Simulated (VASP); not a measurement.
La4ZrO:

```xyz
6
Lattice="0.0000 4.3160 4.3160 4.3160 0.0000 4.3160 4.3160 4.3160 0.0000" Properties=species:S:1:pos:R:3 pbc="T T T"
La    3.2355    5.3966    3.2355
La    5.3966    3.2355    3.2355
La    5.3966    5.3966    5.3966
La    3.2355    3.2355    5.3966
Zr    0.0000    0.0000    0.0000
O     2.1580    2.1580    2.1580
```

The cell was generated, and may not be a known phase.

* Program: VASP 6.6.1
* Task: relaxation of cell and atoms
* Functional: PBE
* Potentials or basis: VASP PAW PBE potentials, release 64 (La, Zr_sv, O)
* Cutoff: 600 eV
* k mesh: 4 × 4 × 4
* Occupations: gaussian, width 0.1 eV
* Spin: no spin polarisation

At the start: pressure 4.5 GPa; volume 26.80 Å³/atom.

Problem. Where does the relaxation end?

Solution. Over 3 steps the energy falls by 43.1 meV/atom and the volume is 30.18 Å³/atom (+12.6 %); space group F-43m (No. 216, to 0.1 Å) before and after.

Step by step:
```csv
step,energy change (eV),largest force (eV/Å),pressure (GPa),volume (Å³)
1,0.0000,0.0811,4.55,160.80
2,-0.2570,0.0035,0.30,179.17
3,-0.2587,0.0035,-0.02,181.08
```

Final structure:
```
CELL_PARAMETERS angstrom
0.00000 4.49035 4.49035
4.49035 0.00000 4.49035
4.49035 4.49035 0.00000
ATOMIC_POSITIONS crystal
La 0.62547 0.12360 0.62547
La 0.12360 0.62547 0.62547
La 0.62547 0.62547 0.62547
La 0.62547 0.62547 0.12360
Zr 0.00000 0.00000 0.00000
O 0.25000 0.25000 0.25000
```
